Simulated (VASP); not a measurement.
Crystal: KMgF3.

```
CELL_PARAMETERS angstrom
4.22838 0.00000 0.00000
0.00000 4.22838 0.00000
0.00000 0.00000 4.22838
ATOMIC_POSITIONS crystal
K 0.50000 0.50000 0.50000
Mg 0.00000 0.00000 0.00000
F 0.50000 0.00000 0.00000
F 0.00000 0.50000 0.00000
F 0.00000 0.00000 0.50000
```

- Program: VASP 6.6.1
- Task: relaxation of cell and atoms
- Functional: PBE
- Potentials or basis: VASP PAW PBE potentials, release 64 (K_sv, Mg, F)
- Cutoff: 600 eV
- k mesh: 3 × 3 × 3
- Occupations: gaussian, width 0.15 eV
- Spin: no spin polarisation

At the start: pressure -6.8 GPa; volume 15.12 Å³/atom.

Where does the relaxation end?

Over 3 steps the energy falls by 46.0 meV/atom and the volume is 13.24 Å³/atom (-12.4 %); space group Pm-3m (No. 221, to 0.1 Å) before and after.

The path:
```csv
step,energy change (eV),largest force (eV/Å),pressure (GPa),volume (Å³)
1,0.0000,0.0000,-6.79,75.60
2,-0.2070,0.0000,-2.57,68.81
3,-0.2301,0.0000,-0.20,66.22
```

Final structure:
```
CELL_PARAMETERS angstrom
4.04563 0.00000 0.00000
0.00000 4.04563 0.00000
0.00000 0.00000 4.04563
ATOMIC_POSITIONS crystal
K 0.50000 0.50000 0.50000
Mg 0.00000 0.00000 0.00000
F 0.50000 0.00000 0.00000
F 0.00000 0.50000 0.00000
F 0.00000 0.00000 0.50000
```

Caveat: the k points lie up to 0.52 Å⁻¹ apart in the final cell.
